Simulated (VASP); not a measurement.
Runs of VASP 6.6.1 on Mg3SiO. The structure is that of space group Pm-3m (No. 221), or close to it. The cells are those of the table. 

```csv
task,level,potentials or basis,cell,k mesh,cutoff (eV),grid for exact exchange (PRECFOCK),share of exact exchange,screening parameter,gap on the mesh (eV),pressure (GPa),relaxed volume (Å³/atom)
single point,PBE,"VASP PAW PBE potentials, release 64 (Si, O, Mg)","a = 4.184 Å, 5 atoms",6 × 6 × 6,520,-,-,-,0.15,1.9,-
relaxation of cell and atoms,r2SCAN,"VASP PAW PBE potentials, release 64 (Si, O, Mg)","relaxed from a = 4.221 Å, 5 atoms",6 × 6 × 6,600,-,-,-,(a),0.0,14.55
relaxation of cell and atoms,PBE,"VASP PAW PBE potentials, release 64 (Si, O, Mg)","relaxed from a = 3.899 Å, 5 atoms",6 × 6 × 6,600,-,-,-,0.10,0.0,14.97
single point,PBE,"VASP PAW PBE potentials, release 64 (Si, O, Mg)","a = 4.221 Å, 5 atoms",6 × 6 × 6,520,-,-,-,0.09,-0.3,-
single point,PBEsol,"VASP PAW PBE potentials, release 64 (Si, O, Mg)","a = 4.189 Å, 5 atoms",6 × 6 × 6,520,-,-,-,0.11,-0.2,-
relaxation of cell and atoms,PBEsol,"VASP PAW PBE potentials, release 64 (Si, O, Mg)","relaxed from a = 4.221 Å, 5 atoms",6 × 6 × 6,600,-,-,-,0.11,0.0,14.65
single point,HSE06,"VASP PAW PBE potentials, release 64 (Si, O, Mg)","a = 4.184 Å, 5 atoms",4 × 4 × 4,520,Fast,0.25,0.2079 1/Å,(c),(d),-
single point,LDA,"VASP PAW LDA potentials, release 64 (Si, O, Mg)","a = 4.138 Å, 5 atoms",6 × 6 × 6,520,-,-,-,0.14,(b),-
```

Alike in all rows: no spin polarisation; smearing fermi-dirac 0.02 eV.

Q: Estimate the missing entries.

A: (a) 0.24; (b) -0.7; (c) 0.21; (d) 0.1.

Caveats: the PAW data sets were made with another functional, which shifts forces and pressure a little (at least some runs); the volume moved by over 15 % at a fixed basis, so the end points are rough (at least some runs).

A k mesh can miss the band edges.
